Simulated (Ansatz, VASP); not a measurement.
# Te: VASP beside Ansatz

```xyz
4
Lattice="3.3184 0.0000 0.0000 -1.6592 2.8739 0.0000 0.0000 0.0000 23.9858" Properties=species:S:1:pos:R:3 pbc="T T T"
Te    0.0000    0.0000   13.3936
Te    0.0000    0.0000   10.5922
Te    0.0000    1.9159    7.3251
Te    1.6592    0.9580   16.6606
```

Alike in both runs: functional PBE; k mesh 18 × 18 × 2; occupations gaussian, width 0.1 eV; no spin polarisation.

Ansatz relaxed the structure, and its values are those at the end. VASP's run is a single point on that final structure, the one shown.

|  | VASP | Ansatz |
| --- | --- | --- |
| version | VASP 6.6.1 | Ansatz 0.2.0 |
| potentials or method | VASP PAW PBE potentials, release 64 (Te), cutoff 520 eV | scalar-relativistic, plane waves, PAW |
| valence electrons in the cell | 24 | 64 |

|  | VASP | Ansatz | Ansatz less VASP |
| --- | --- | --- | --- |
| gap on the k mesh at the Fermi level (eV) | none | none | - |
| rms of the force components (eV/Å) | 0.006 | 0.002 | -0.0035 |

A gap of «none» marks a metal or a gap that the smearing closes. VASP's potentials hold 24 valence electrons a cell and Ansatz's 64, so a difference there can come from the potentials and not from the codes.

Neither program's run includes spin-orbit coupling.
